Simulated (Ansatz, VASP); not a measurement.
**SnSe2 in VASP and in Ansatz**

```
CELL_PARAMETERS angstrom
3.80051 0.00000 0.00000
-1.90025 3.29134 0.00000
0.00000 0.00000 5.89530
ATOMIC_POSITIONS crystal
Sn 0.00000 0.00000 0.00000
Se 0.33333 0.66667 0.26744
Se 0.66667 0.33333 0.73256
```

Alike in both runs: functional LDA; k mesh 9 × 9 × 6; occupations gaussian, width 0.02 eV; no spin polarisation.

Ansatz relaxed the structure, and its values are those at the end. VASP's run is a single point on that final structure, the one shown.

|  | VASP | Ansatz |
| --- | --- | --- |
| version | VASP 6.6.1 | Ansatz 0.2.0 |
| potentials or method | VASP PAW LDA potentials, release 64 (Sn_d, Se), cutoff 520 eV | scalar-relativistic, plane waves, PAW |
| valence electrons in the cell | 26 | 46 |

VASP gave:

* gap on the k mesh at the Fermi level (eV): 0.22
* least direct gap on the mesh (eV): 0.70
* pressure (GPa): 0.2
* rms of the force components (eV/Å): 0.011

Question: What did Ansatz give for the same quantities?

Answer: gap on the k mesh at the Fermi level (eV): 0.21; least direct gap on the mesh (eV): 0.68; pressure (GPa): 0.0; rms of the force components (eV/Å): 0.000.

LDA's correlation is that of Perdew and Zunger in VASP and of Perdew and Wang (1992) in Ansatz. VASP's potentials hold 26 valence electrons a cell and Ansatz's 46, so a difference there can come from the potentials and not from the codes.
